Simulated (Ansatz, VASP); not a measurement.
## Two plane-wave programs on SrZn23S24

```
CELL_PARAMETERS angstrom
7.62400 0.00000 0.00000
-3.81200 6.60258 0.00000
0.00000 0.00000 18.68999
ATOMIC_POSITIONS crystal
Zn 0.00000 0.00000 0.00000
Zn 0.00000 0.50000 0.00000
Zn 0.50000 0.00000 0.00000
Zn 0.50000 0.50000 0.00000
Zn 0.00000 0.00000 0.50000
Zn 0.00000 0.50000 0.50000
Zn 0.50000 0.00000 0.50000
Zn 0.50000 0.50000 0.50000
Zn 0.16667 0.83333 0.16667
Zn 0.66667 0.33333 0.16667
Zn 0.66667 0.83333 0.16667
Zn 0.33333 0.16667 0.66667
Zn 0.33333 0.66667 0.66667
Zn 0.83333 0.16667 0.66667
Zn 0.83333 0.66667 0.66667
Zn 0.33333 0.16667 0.33333
Zn 0.33333 0.66667 0.33333
Zn 0.83333 0.16667 0.33333
Zn 0.83333 0.66667 0.33333
Zn 0.16667 0.33333 0.83333
Zn 0.16667 0.83333 0.83333
Zn 0.66667 0.33333 0.83333
Zn 0.66667 0.83333 0.83333
Sr 0.16667 0.33333 0.16667
S 0.00000 0.00000 0.12500
S 0.00000 0.50000 0.12500
S 0.50000 0.00000 0.12500
S 0.50000 0.50000 0.12500
S 0.00000 0.00000 0.62500
S 0.00000 0.50000 0.62500
S 0.50000 0.00000 0.62500
S 0.50000 0.50000 0.62500
S 0.16667 0.33333 0.29167
S 0.16667 0.83333 0.29167
S 0.66667 0.33333 0.29167
S 0.66667 0.83333 0.29167
S 0.33333 0.16667 0.79167
S 0.33333 0.66667 0.79167
S 0.83333 0.16667 0.79167
S 0.83333 0.66667 0.79167
S 0.33333 0.16667 0.45833
S 0.33333 0.66667 0.45833
S 0.83333 0.16667 0.45833
S 0.83333 0.66667 0.45833
S 0.16667 0.33333 0.95833
S 0.16667 0.83333 0.95833
S 0.66667 0.33333 0.95833
S 0.66667 0.83333 0.95833
```

Alike in both runs: task electric field gradients; functional PBE; k mesh 3 × 3 × 1; occupations fermi-dirac, width 0.01 eV; no spin polarisation.

```csv
,VASP,Ansatz
version,VASP 6.6.1,Ansatz 0.2.0
potentials or method,"VASP PAW PBE potentials, release 64 (Zn, Sr_sv, S)","plane-wave PAW, scalar-relativistic"
plane-wave cutoff (eV),520,420
valence electrons in the cell,430,430
```

```csv
,VASP,Ansatz,Ansatz less VASP
gap on the k mesh at the Fermi level (eV),2.25,2.24,-0.006
pressure (GPa),5.4,5.2,-0.21
rms of the force components (eV/Å),0.898,0.883,-0.0151
```

With one functional, cell and mesh, what is left measures potentials, basis and numerics.
